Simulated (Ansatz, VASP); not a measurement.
# Two plane-wave programs on Al3Pd

```
Al Pd
1.0
     7.45858    0.00000    0.00000
     0.00000    7.45858    0.00000
     0.00000    0.00000    7.45858
Al Pd
3 1
Direct
  0.00000 0.50000 0.50000
  0.50000 0.00000 0.50000
  0.50000 0.50000 0.00000
  0.00000 0.00000 0.00000
```

Alike in both runs: task single point; functional PBE; k mesh 4 × 4 × 4; occupations gaussian, width 0.1 eV; no spin polarisation.

```csv
,VASP,Ansatz
version,VASP 6.6.1,Ansatz 0.2.0
potentials or method,"VASP PAW PBE potentials, release 64 (Al, Pd), cutoff 520 eV","scalar-relativistic, plane waves, PAW"
valence electrons in the cell,19,27
```

```csv
,VASP,Ansatz,Ansatz less VASP
gap on the k mesh at the Fermi level (eV),none,none,-
pressure (GPa),-1.6,-1.6,+0.01
```

A gap of «none» marks a metal or a gap that the smearing closes. VASP's potentials hold 19 valence electrons a cell and Ansatz's 27, so a difference there can come from the potentials and not from the codes.
